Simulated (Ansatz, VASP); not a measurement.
One calculation of AlN, two programs

The input INCAR:

```
PREC     = Accurate       # precision mode
ENCUT    = 520            # plane-wave cutoff, eV
EDIFF    = 1E-6           # SCF threshold, eV
ISMEAR   = 0              # smearing method
SIGMA    = 0.02           # smearing width, eV
LREAL    = F              # projectors in reciprocal space
LASPH    = T              # aspherical terms in the spheres
NELM     = 80             # most SCF steps
ALGO     = Normal         # electronic algorithm
ISIF     = 2              # what is computed and relaxed
LWAVE    = F              # write WAVECAR
LCHARG   = F              # write CHGCAR
GGA      = PE             # functional
NBANDS   = 11             # bands
```

KPOINTS

```
Automatic mesh
0
Gamma
  10 10 10
```

The input POSCAR:

```
AlN
1.0
    0.0000000000      2.1150035321      2.1150035321
    2.1150035321      0.0000000000      2.1150035321
    2.1150035321      2.1150035321      0.0000000000
Al N
1 1
Direct
    0.5000000000      0.5000000000      0.5000000000
    0.0000000000      0.0000000000      0.0000000000
```

Input for Ansatz:

```yaml
crystal:
  lattice:
    - [0.0, 2.1150035321, 2.1150035321]
    - [2.1150035321, 0.0, 2.1150035321]
    - [2.1150035321, 2.1150035321, 0.0]
  atoms:
    - { symbol: Al, position: [0.5, 0.5, 0.5] }
    - { symbol: "N", position: [0.0, 0.0, 0.0] }
basis:
  ecutwfc: 420
kpoints:
  mp_grid: { grid: [10, 10, 10] }
hamiltonian:
  xc: pbe
scf:
  occupations: { method: gaussian, width: 0.02 }
output:
  forces: true
  stress: true
  eigenvalues: true
```

Alike in both runs: task single point; functional PBE; k mesh 10 × 10 × 10; occupations gaussian, width 0.02 eV; no spin polarisation.

|  | VASP | Ansatz |
| --- | --- | --- |
| version | VASP 6.6.1 | Ansatz 0.2.0 |
| potentials or method | VASP PAW PBE potentials, release 64 (Al, N), cutoff 520 eV | scalar-relativistic, plane waves, PAW |
| valence electrons in the cell | 8 | 8 |

```csv
,VASP,Ansatz,Ansatz less VASP
gap on the k mesh at the Fermi level (eV),3.38,3.39,+0.018
least direct gap on the mesh (eV),3.86,3.85,-0.005
pressure (GPa),-23.2,-23.0,+0.19
```
